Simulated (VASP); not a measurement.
# Ge (Fd-3m) in VASP: further runs

Ge is run at these levels: r2SCAN; tasks: single point.

Everything below comes from runs of VASP 6.6.1. Logs are shortened: lines on timing, memory, paths and dates and some standing lists are left out, and cuts for length are marked.

**1. The cell of the first run**

The structure is cubic, space group Fd-3m (No. 227). The conventional cell has a = 5.674 Å, b = 5.674 Å, c = 5.674 Å, α = 90.00°, β = 90.00°, γ = 90.00°. Ge (site symmetry -43m) has 4 Ge at 2.46 Å within 3.2 Å.

**2. Single point, r2SCAN**

POSCAR

```
Ge
1.0
    0.0000000000      2.8368735118      2.8368735118
    2.8368735118      0.0000000000      2.8368735118
    2.8368735118      2.8368735118      0.0000000000
Ge
2
Direct
    0.0000000000      0.0000000000      0.0000000000
    0.2500000000      0.2500000000      0.2500000000
```

INCAR.step1

```
SYSTEM = Ge
ALGO = Normal ; EDIFF = 1E-4
ENCUT = 520 ; GGA = PE
ISMEAR = -1 ; LASPH = .True.
LCHARG = .False. ; LREAL = .False.
LWAVE = .True. ; NBANDS = 21
NELM = 60 ; PREC = Accurate
SIGMA = 0.02
```

INCAR.step2

```
SYSTEM = Ge
ALGO = Normal ; EDIFF = 1E-7
ENCUT = 520 ; ISIF = 2
ISMEAR = -1 ; ISTART = 1
LASPH = .True. ; LCHARG = .True.
LELF = .True. ; LMIXTAU = .True.
LREAL = .False. ; LVHAR = .True.
LWAVE = .False. ; METAGGA = R2SCAN
NBANDS = 21 ; NELM = 60
PREC = Accurate ; SIGMA = 0.02
```

KPOINTS

```
k-points
0
Gamma
  8 8 8
  0 0 0
```

Potentials or basis: VASP PAW PBE potentials, release 64 (Ge_d).

Run with:

```console
$ cat potpaw_PBE.64/Ge_d/POTCAR > POTCAR
$ cp INCAR.step1 INCAR
$ mpirun -np 1 vasp_std > vasp.out
$ cp INCAR.step2 INCAR
$ mpirun -np 1 vasp_std > vasp.out
```

OUTCAR:

```text
SYSTEM = Ge
   EDIFF = 1E-7
   ENCUT = 520
   ISIF = 2
   ISMEAR = -1
   ISTART = 1
   LASPH = .True.
   LREAL = .False.
   METAGGA = R2SCAN
   NELM = 60
   PREC = Accurate

 ion  position               nearest neighbor table
   1  0.000  0.000  0.000-   2 2.46   2 2.46   2 2.46   2 2.46
   2  0.250  0.250  0.250-   1 2.46   1 2.46   1 2.46   1 2.46

  LATTYP: Found a face centered cubic cell.
 ALAT       =     5.6737470236

  Lattice vectors:

 A1 = (   0.0000000000,   2.8368735118,   2.8368735118)
 A2 = (   2.8368735118,   0.0000000000,   2.8368735118)
 A3 = (   2.8368735118,   2.8368735118,   0.0000000000)

Analysis of symmetry for initial positions (statically):
=====================================================================
 Subroutine PRICEL returns:
 Original cell was already a primitive cell.

 Routine SETGRP: Setting up the symmetry group for a
 face centered cubic supercell.

 Subroutine GETGRP returns: Found 48 space group operations
 (whereof 24 operations were pure point group operations)
 out of a pool of 48 trial point group operations.

The static configuration has the point symmetry T_d .
 The point group associated with its full space group is O_h .

Analysis of symmetry for dynamics (positions and initial velocities):
=====================================================================
 Subroutine PRICEL returns:
 Original cell was already a primitive cell.

 Routine SETGRP: Setting up the symmetry group for a
 face centered cubic supercell.

 Subroutine GETGRP returns: Found 48 space group operations
 (whereof 24 operations were pure point group operations)
 out of a pool of 48 trial point group operations.

The dynamic configuration has the point symmetry T_d .
 The point group associated with its full space group is O_h .

 Subroutine INISYM returns: Found 48 space group operations
 (whereof 24 operations are pure point group operations),
 and found     1 'primitive' translations

----------------------------------------------------------------------------------------

                                     Primitive cell

  volume of cell :      45.6615

  direct lattice vectors                    reciprocal lattice vectors
     0.000000000  2.836873512  2.836873512    -0.176250368  0.176250368  0.176250368
     2.836873512  0.000000000  2.836873512     0.176250368 -0.176250368  0.176250368
     2.836873512  2.836873512  0.000000000     0.176250368  0.176250368 -0.176250368

[... 73 lines left out ...]
 SYSTEM =  Ge
   PREC   = accura    normal or accurate (medium, high low for compatibility)
   ISTART =      1    job   : 0-new  1-cont  2-samecut
   ICHARG =      0    charge: 1-file 2-atom 10-const
   ISPIN  =      1    spin polarized calculation?
   LNONCOLLINEAR =      F non collinear calculations
   LSORBIT =      F    spin-orbit coupling
   LASPH  =      T    aspherical Exc in radial PAW
   ENCUT  =  520.0 eV  38.22 Ry    6.18 a.u.   7.46  7.46  7.46*2*pi/ulx,y,z
   NELM   =     60;   NELMIN=  2; NELMDL=  0     # of ELM steps
   EDIFF  = 0.1E-06   stopping-criterion for ELM
   LREAL  =      F    real-space projection
   EDIFFG = 0.1E-05   stopping-criterion for IOM
   NSW    =      0    number of steps for IOM
   IBRION =     -1    ionic relax: 0-MD 1-quasi-New 2-CG
   NFREE  =      0    steps in history (QN), initial steepest desc. (CG)
   ISIF   =      2    stress and relaxation
   ISYM   =      2    0-nonsym 1-usesym 2-fastsym
   POTIM  = 0.5000    time-step for ionic-motion
   TEBEG  =    0.0;   TEEND  =   0.0 temperature during run
   PSTRESS=    0.0 pullay stress
   NELECT =      28.0000    total number of electrons
   NUPDOWN=      -1.0000    fix difference up-down
   EMIN   =  10.00;   EMAX   =-10.00  energy-range for DOS
   EFERMI =   0.00;   METHOD = LEGACY
   ISMEAR =    -1;   SIGMA  =   0.02  broadening in eV -4-tet -1-fermi 0-gaus
   EFERMI_NEDOS =   21; number of points for ismear=-14 and -15
   IALGO  =     38    algorithm
   IMIX   =      4    mixing-type and parameters
     AMIX     =   0.40;   BMIX     =  1.00
     AMIX_MAG =   1.60;   BMIX_MAG =  1.00
  volume/ion in A,a.u.               =      22.83       154.07
  Fermi-wavevector in a.u.,A,eV,Ry     =   1.390841  2.628309 26.319643  1.934439
  Thomas-Fermi vector in A             =   2.514738
   LORBIT       =      0    0 simple, 1 ext, 2 COOP (PROOUT), +10 PAW based schemes
   METAGGA = R2SCAN    functional components
   LHFCALC =     F    Hartree Fock is set to
   AEXX    =    0.0000 exact exchange contribution
   IVDW    =     0    specifies the selected vdW correction
   LEPSILON=     F    determine dielectric tensor
   LRPA    =     F    only Hartree local field effects (RPA)
 non-spin polarized calculation
  energy-cutoff  :      520.00
  volume of cell :       45.66
 maximum number of plane-waves:      1249
 NGX is ok and might be reduce to    30
   NGX = 15   NGY = 15   NGZ = 15

 number of electron      28.0000015 magnetization

 Free energy of the ion-electron system (eV)
  ---------------------------------------------------
  ext. energy  EPLUGINS =         0.00000000
  ---------------------------------------------------
  free energy    TOTEN  =       -27.73591310 eV

  energy without entropy =      -27.73591231  energy(sigma->0) =      -27.73591271

 E-fermi :   4.8921     XC(G=0): -10.7744

 val. band max:        4.7200775678   @ k =   0.0000   0.0000   0.0000
 cond. band min:       5.0430615934   @ k =   0.0000   0.0000   0.0000
 fundamental gap:      0.3229840256
 Fermi energy:         4.8921451760

 k-point     1 :       0.0000    0.0000    0.0000
  band No.  band energies     occupation
      1     -20.7631      2.00000
      2     -20.7631      2.00000
      3     -20.7631      2.00000
      4     -20.7244      2.00000
      5     -20.7244      2.00000
      6     -20.5114      2.00000
[... 565 lines left out ...]
     20      16.3180      0.00000
     21      16.8117      0.00000

 [... further k-points ...]
[... 5 lines left out ...]
  --------------------------------------------------------------------------------------
  -------------------------------------------------------------------------------------
  Total        0.0077329      0.0077329      0.0077329      0.0000000      0.0000000      0.0000000
  in kB        0.2713334      0.2713334      0.2713334      0.0000000      0.0000000      0.0000000
  external PRESSURE =       0.2713334 kB  Pullay stress =       0.0000000 kB

 VOLUME and BASIS-vectors are now :
 -----------------------------------------------------------------------------
  energy-cutoff  :      520.00
  volume of cell :       45.66
      direct lattice vectors                 reciprocal lattice vectors
     0.000000000  2.836873512  2.836873512    -0.176250368  0.176250368  0.176250368
     2.836873512  0.000000000  2.836873512     0.176250368 -0.176250368  0.176250368
     2.836873512  2.836873512  0.000000000     0.176250368  0.176250368 -0.176250368

 POSITION                                       TOTAL-FORCE (eV/Angst)
 -----------------------------------------------------------------------------------
      0.00000      0.00000      0.00000         0.000000      0.000000      0.000000
      1.41844      1.41844      1.41844        -0.000000     -0.000000     -0.000000
 -----------------------------------------------------------------------------------
    total drift:                                0.000000      0.000000      0.000000

  FREE ENERGIE OF THE ION-ELECTRON SYSTEM (eV)
  ---------------------------------------------------
  free  energy   TOTEN  =       -27.7359131011 eV

  energy  without entropy=      -27.7359123146  energy(sigma->0) =      -27.73591271
```

OUTCAR.step1:

```text
SYSTEM = Ge
   EDIFF = 1E-4
   ENCUT = 520
   GGA = PE
   ISMEAR = -1
   LASPH = .True.
   LREAL = .False.
[... 798 lines left out ...]
      0.00000      0.00000      0.00000         0.000000      0.000000      0.000000
      1.41844      1.41844      1.41844        -0.000000     -0.000000     -0.000000
 -----------------------------------------------------------------------------------
    total drift:                                0.000000      0.000000      0.000000

  FREE ENERGIE OF THE ION-ELECTRON SYSTEM (eV)
  ---------------------------------------------------
  free  energy   TOTEN  =        -9.0068331375 eV

  energy  without entropy=       -9.0066687178  energy(sigma->0) =       -9.00675093
```

Wall time 1.8 min (1 thread of Intel Xeon Platinum 8375C at 2.90GHz (Ice Lake), shared host); peak memory 0.17 GiB.

Results:

```yaml
Free_energy: -27.7359 eV
Pressure: 0.0 GPa
Band_gap_on_the_k_mesh: 0.32 eV, direct
```

Levels at points of the mesh, in eV from the valence-band top:
```
           k point  band 11  band 12  band 13  band 14  band 15  band 16  band 17  band 18
(0.00, 0.00, 0.00)   -13.24     0.00     0.00     0.00     0.32     2.71     2.71     2.71
(0.50, 0.00, 0.00)   -11.07    -7.83    -1.47    -1.47     0.42     3.99     3.99     7.65
(0.50, 0.50, 0.00)    -9.18    -9.18    -3.20    -3.20     0.98     0.98    10.03    10.03
```

Caveat: the PAW data sets were made with another functional, which shifts forces and pressure a little.

**3. Single point, r2SCAN (strain +3.0%)**

POSCAR

```
Ge
1.0
    0.0000000000      2.9219797172      2.9219797172
    2.9219797172      0.0000000000      2.9219797172
    2.9219797172      2.9219797172      0.0000000000
Ge
2
Direct
    0.0000000000      0.0000000000      0.0000000000
    0.2500000000      0.2500000000      0.2500000000
```

INCAR.step1

```
PREC = Accurate
ENCUT = 520
ISMEAR = -1
SIGMA = 0.02
LREAL = F
LASPH = T
NELM = 80
NBANDS = 21
GGA = PE
ALGO = Normal
EDIFF = 1E-4
LWAVE = T
LCHARG = F
```

INCAR.step2

```
PREC = Accurate
ENCUT = 520
EDIFF = 1E-7
ISMEAR = -1
SIGMA = 0.02
LREAL = F
LASPH = T
NELM = 80
ALGO = Normal
ISIF = 2
LWAVE = F
LCHARG = F
METAGGA = R2SCAN
LMIXTAU = T
NBANDS = 21
ISTART = 1
```

KPOINTS

```
regular mesh
0
Gamma
  8 8 8
```

Potentials or basis: VASP PAW PBE potentials, release 64 (Ge_d).

Run with:

```console
$ cat potpaw_PBE.64/Ge_d/POTCAR > POTCAR
$ cp INCAR.step1 INCAR
$ mpirun -np 1 vasp_std > vasp.out
$ cp INCAR.step2 INCAR
$ mpirun -np 1 vasp_std > vasp.out
```

OUTCAR:

```text
PREC = Accurate
   ENCUT = 520
   EDIFF = 1E-7
   ISMEAR = -1
   LREAL = F
   LASPH = T
   NELM = 80
   ISIF = 2
   METAGGA = R2SCAN
   ISTART = 1

 ion  position               nearest neighbor table
   1  0.000  0.000  0.000-   2 2.53   2 2.53   2 2.53   2 2.53
   2  0.250  0.250  0.250-   1 2.53   1 2.53   1 2.53   1 2.53

  LATTYP: Found a face centered cubic cell.
 ALAT       =     5.8439594344

  Lattice vectors:

 A1 = (   0.0000000000,   2.9219797172,   2.9219797172)
 A2 = (   2.9219797172,   0.0000000000,   2.9219797172)
 A3 = (   2.9219797172,   2.9219797172,   0.0000000000)

Analysis of symmetry for initial positions (statically):
=====================================================================
 Subroutine PRICEL returns:
 Original cell was already a primitive cell.

 Routine SETGRP: Setting up the symmetry group for a
 face centered cubic supercell.

 Subroutine GETGRP returns: Found 48 space group operations
 (whereof 24 operations were pure point group operations)
 out of a pool of 48 trial point group operations.

The static configuration has the point symmetry T_d .
[... 153 lines left out ...]

 Free energy of the ion-electron system (eV)
  ---------------------------------------------------
  ext. energy  EPLUGINS =         0.00000000
  ---------------------------------------------------
  free energy    TOTEN  =       -27.66621215 eV

  energy without entropy =      -27.66605794  energy(sigma->0) =      -27.66613504

 E-fermi :   3.9097     XC(G=0): -10.3203

 val. band max:        3.8961207471   @ k =   0.0000   0.0000   0.0000
 cond. band min:       4.0337567226   @ k =   0.5000   0.0000   0.0000
 fundamental gap:      0.1376359755
 Fermi energy:         3.9097040798

 k-point     1 :       0.0000    0.0000    0.0000
  band No.  band energies     occupation
      1     -21.4827      2.00000
      2     -21.4827      2.00000
      3     -21.4827      2.00000
      4     -21.4505      2.00000
      5     -21.4505      2.00000
      6     -21.2813      2.00000
[... 565 lines left out ...]
     20      15.1743      0.00000
     21      15.4425      0.00000

 [... further k-points ...]
[... 5 lines left out ...]
  --------------------------------------------------------------------------------------
  -------------------------------------------------------------------------------------
  Total       -1.5697207     -1.5697207     -1.5697207      0.0000000      0.0000000      0.0000000
  in kB      -50.4047398    -50.4047398    -50.4047398      0.0000000      0.0000000      0.0000000
  external PRESSURE =     -50.4047398 kB  Pullay stress =       0.0000000 kB

 VOLUME and BASIS-vectors are now :
 -----------------------------------------------------------------------------
  energy-cutoff  :      520.00
  volume of cell :       49.90
      direct lattice vectors                 reciprocal lattice vectors
     0.000000000  2.921979717  2.921979717    -0.171116862  0.171116862  0.171116862
     2.921979717  0.000000000  2.921979717     0.171116862 -0.171116862  0.171116862
     2.921979717  2.921979717  0.000000000     0.171116862  0.171116862 -0.171116862

 POSITION                                       TOTAL-FORCE (eV/Angst)
 -----------------------------------------------------------------------------------
      0.00000      0.00000      0.00000        -0.000000     -0.000000     -0.000000
      1.46099      1.46099      1.46099         0.000000      0.000000      0.000000
 -----------------------------------------------------------------------------------
    total drift:                               -0.000000      0.000000      0.000000

  FREE ENERGIE OF THE ION-ELECTRON SYSTEM (eV)
  ---------------------------------------------------
  free  energy   TOTEN  =       -27.6662121450 eV

  energy  without entropy=      -27.6660579417  energy(sigma->0) =      -27.66613504
```

OUTCAR.step1:

```text
PREC = Accurate
   ENCUT = 520
   ISMEAR = -1
   LREAL = F
   LASPH = T
   NELM = 80
[... 796 lines left out ...]
 -----------------------------------------------------------------------------------
      0.00000      0.00000      0.00000         0.000000      0.000000      0.000000
      1.46099      1.46099      1.46099        -0.000000     -0.000000     -0.000000
 -----------------------------------------------------------------------------------
    total drift:                               -0.000000      0.000000      0.000000

  FREE ENERGIE OF THE ION-ELECTRON SYSTEM (eV)
  ---------------------------------------------------
  free  energy   TOTEN  =        -9.0108902469 eV

  energy  without entropy=       -9.0106516569  energy(sigma->0) =       -9.01077095
```

OSZICAR.step1:

```text
N       E                     dE             d eps       ncg     rms          rms(c)
DAV:   1     0.190919626861E+03    0.19092E+03   -0.14469E+04  1328   0.345E+03
DAV:   2     0.193321965267E+02   -0.17159E+03   -0.16683E+03  1218   0.632E+02
DAV:   3    -0.811012431775E+01   -0.27442E+02   -0.27303E+02  1398   0.144E+02
DAV:   4    -0.905478297206E+01   -0.94466E+00   -0.94421E+00  1378   0.313E+01
DAV:   5    -0.907096439349E+01   -0.16181E-01   -0.16181E-01  1386   0.457E+00    0.280E+00
DAV:   6    -0.903087693709E+01    0.40087E-01   -0.18037E-02  1573   0.151E+00    0.167E+00
DAV:   7    -0.900910849347E+01    0.21768E-01   -0.36883E-02  1333   0.191E+00    0.142E-01
DAV:   8    -0.901068708883E+01   -0.15786E-02   -0.54269E-03  1348   0.981E-01    0.393E-02
DAV:   9    -0.901084860828E+01   -0.16152E-03   -0.24930E-04  1133   0.235E-01    0.154E-02
DAV:  10    -0.901089024687E+01   -0.41639E-04   -0.62979E-05  1037   0.649E-02
   1 F= -.90108902E+01 E0= -.90107710E+01  d E =-.238590E-03
```

Run time: 85 s. Hardware: 1 thread of Intel Xeon Platinum 8375C at 2.90GHz (Ice Lake), shared host; peak memory 0.18 GiB.

What came out:

| Quantity | Value |
| --- | --- |
| Free energy | -27.6662 eV |
| Pressure | -5.0 GPa |
| Band gap on the k mesh | zero (filled and empty bands touch) |

Caveat: the cell differs from its parent crystal (strain +3.0%); the PAW data sets were made with another functional, which shifts forces and pressure a little.
